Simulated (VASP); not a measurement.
**BN: single point with LDA**

Crystal: BN.

```
CELL_PARAMETERS angstrom
2.57967 0.00000 0.00000
-1.28984 2.15498 0.00000
0.00000 0.00000 6.25690
ATOMIC_POSITIONS crystal
B 0.33971 0.67942 0.25000
B 0.66029 0.32058 0.75000
N 0.32471 0.64943 0.75000
N 0.67529 0.35057 0.25000
```

This cell differs from its parent crystal: normal strain along x +0.0367, normal strain along z -0.0367.

- Program: VASP 6.6.1
- Task: single point
- Functional: LDA
- Potentials or basis: VASP PAW LDA potentials, release 64 (B, N)
- Cutoff: 520 eV
- k mesh: 12 × 12 × 4
- Occupations: gaussian, width 0.05 eV
- Spin: no spin polarisation
- Dipole correction: no
- Further INCAR settings: ALGO = Normal; EDIFF = 1e-06; NBANDS = 16

```
Pressure               : -12.0 GPa
Largest force          : 0.004 eV/Å
Band gap on the k mesh : 3.79 eV, indirect (least direct gap 4.05 eV)
```

Forces on the atoms (eV/Å):
```
B    0.000 -0.004  0.000
B    0.000  0.004  0.000
N    0.000 -0.004  0.000
N    0.000  0.004  0.000
```

Stress tensor (GPa, compression positive):
```
-30.57   0.00   0.00
  0.00  -6.23   0.00
  0.00   0.00   0.95
```

Levels at points of the mesh, in eV from the valence-band top:
```tsv
k point	band 5	band 6	band 7	band 8	band 9	band 10	band 11	band 12
(0.00, 0.00, 0.00)	-1.69	-1.62	-1.35	-1.28	5.25	10.44	10.72	10.79
(0.50, 0.00, 0.00)	-4.05	-3.93	-1.90	-0.50	3.79	5.54	9.35	9.74
(0.00, 0.50, 0.00)	-4.65	-4.52	-1.64	-0.18	3.87	5.76	8.54	8.61
(0.00, 0.00, 0.50)	-1.65	-1.65	-1.31	-1.31	7.91	7.91	10.84	10.84
(0.50, 0.00, 0.50)	-3.99	-3.99	-1.13	-1.13	4.27	4.27	9.81	9.81
(0.00, 0.50, 0.50)	-4.59	-4.59	-0.87	-0.87	4.47	4.47	8.74	8.74
```

Wall time 32 s on 1 thread of Intel(R) Xeon(R) Platinum 8559C (Emerald Rapids) (shared host), peak memory 0.17 GiB.

Caveat: the cell differs from its parent crystal (normal strain along x +0.0367, normal strain along z -0.0367). A k mesh can miss the band edges.
